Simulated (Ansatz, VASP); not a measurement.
# One calculation of HfC, two programs

INCAR

```
SYSTEM = HfC
  ALGO = Normal
  EDIFF = 1E-7
  ENCUT = 520
  GGA = PE
  ISIF = 2
  ISMEAR = 0
  LASPH = .TRUE.
  LCHARG = .TRUE.
  LELF = .TRUE.
  LREAL = .FALSE.
  LVHAR = .TRUE.
  LWAVE = .FALSE.
  NBANDS = 14
  NELM = 100
  PREC = Accurate
  SIGMA = 0.05
```

The input KPOINTS:

```
k-points
0
G
  12 12 12
  0 0 0
```

POSCAR

```
HfC
1.0
    0.0000000000      2.5796342800      2.5796342800
    2.5796342800      0.0000000000      2.5796342800
    2.5796342800      2.5796342800      0.0000000000
Hf C
1 1
Direct
    0.0000000000      0.0000000000      0.0000000000
    0.2500000000      0.2500000000      0.2500000000
```

Input for Ansatz:

```yaml
crystal:
  lattice:
    - [0.0, 2.57963428, 2.57963428]
    - [2.57963428, 0.0, 2.57963428]
    - [2.57963428, 2.57963428, 0.0]
  atoms:
    - { symbol: Hf, position: [0.0, 0.0, 0.0] }
    - { symbol: C, position: [0.25, 0.25, 0.25] }
basis:
  ecutwfc: 420
  ecutrho_ratio: 4
kpoints:
  mp_grid: { grid: [12, 12, 12] }
hamiltonian:
  xc: pbe
scf:
  occupations: { method: gaussian, width: 0.05 }
output:
  forces: true
  stress: true
  eigenvalues: true
```

Alike in both runs: task single point; functional PBE; k mesh 12 × 12 × 12; occupations gaussian, width 0.05 eV; no spin polarisation.

|  | VASP | Ansatz |
| --- | --- | --- |
| version | VASP 6.6.1 | Ansatz 0.2.0 |
| potentials or method | VASP PAW PBE potentials, release 64 (Hf_pv, C), cutoff 520 eV | scalar-relativistic, plane waves, PAW |
| valence electrons in the cell | 14 | 30 |

|  | VASP | Ansatz | Ansatz less VASP |
| --- | --- | --- | --- |
| gap on the k mesh at the Fermi level (eV) | 0.40 | 0.40 | -0.001 |
| least direct gap on the mesh (eV) | 0.40 | 0.40 | -0.001 |
| pressure (GPa) | -9.8 | -9.3 | +0.46 |

VASP's potentials hold 14 valence electrons a cell and Ansatz's 30, so a difference there can come from the potentials and not from the codes.

Neither program's run includes spin-orbit coupling.
